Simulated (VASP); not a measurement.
Au: relaxation of cell and atoms with r2SCAN

The system is Au.

```
Au
1.0
     0.00000    2.03882    2.03882
     2.03882    0.00000    2.03882
     2.03882    2.03882    0.00000
Au
1
Direct
  0.00000 0.00000 0.00000
```

| Property | Result |
| --- | --- |
| Program | VASP 6.6.1 |
| Task | relaxation of cell and atoms |
| Functional | r2SCAN |
| Potentials or basis | VASP PAW PBE potentials, release 64 (Au) |
| Cutoff | 600 eV |
| k mesh | 16 × 16 × 16 |
| Occupations | fermi-dirac, width 0.05 eV |
| Spin | no spin polarisation |
| Dipole correction | no |
| Further INCAR settings | ALGO = Normal; EDIFF = 1e-06; IBRION = 2; EDIFFG = -0.005; NSW = 60; ISIF = 3 |

```json
{"Relaxed volume": "17.58 Å³/atom", "Relaxed cell": "a = 2.919 Å, b = 2.919 Å, c = 2.919 Å, α = 60.00°, β = 60.00°, γ = 60.00°", "Space group after relaxing (to 0.05 Å)": "Fm-3m (No. 225)", "Energy gained by relaxing": "11.6 meV/atom", "Ionic steps": "3", "Pressure after relaxing": "0.0 GPa"}
```

Step by step:
```
step  energy change (eV)  largest force (eV/Å)  pressure (GPa)  volume (Å³)
   1              0.0000                0.0000            6.27        16.95
   2              0.0152                0.0000           -7.54        18.63
   3             -0.0116                0.0000           -0.04        17.58
```

Final structure:
```
CELL_PARAMETERS angstrom
0.00000 2.06387 2.06387
2.06387 0.00000 2.06387
2.06387 2.06387 0.00000
ATOMIC_POSITIONS crystal
Au 0.00000 0.00000 0.00000
```

Levels at points of the mesh, in eV from the Fermi level:
| k point | band 4 | band 5 | band 6 | band 7 | band 8 | band 9 |
| --- | --- | --- | --- | --- | --- | --- |
| (0.00, 0.00, 0.00) | -4.73 | -3.28 | -3.28 | 15.41 | 19.31 | 19.31 |
| (0.50, 0.00, 0.00) | -2.10 | -2.10 | -0.60 | 3.05 | 14.88 | 17.72 |
| (0.50, 0.50, 0.00) | -1.78 | -1.78 | 1.33 | 5.80 | 10.48 | 10.48 |

Wall time 3.9 min on 1 thread of Intel Xeon 8259CL, with other jobs on the host, peak memory 0.18 GiB.

Caveat: the PAW data sets were made with another functional, which shifts forces and pressure a little; spin-orbit coupling is left out, which moves the levels of the heavy elements.
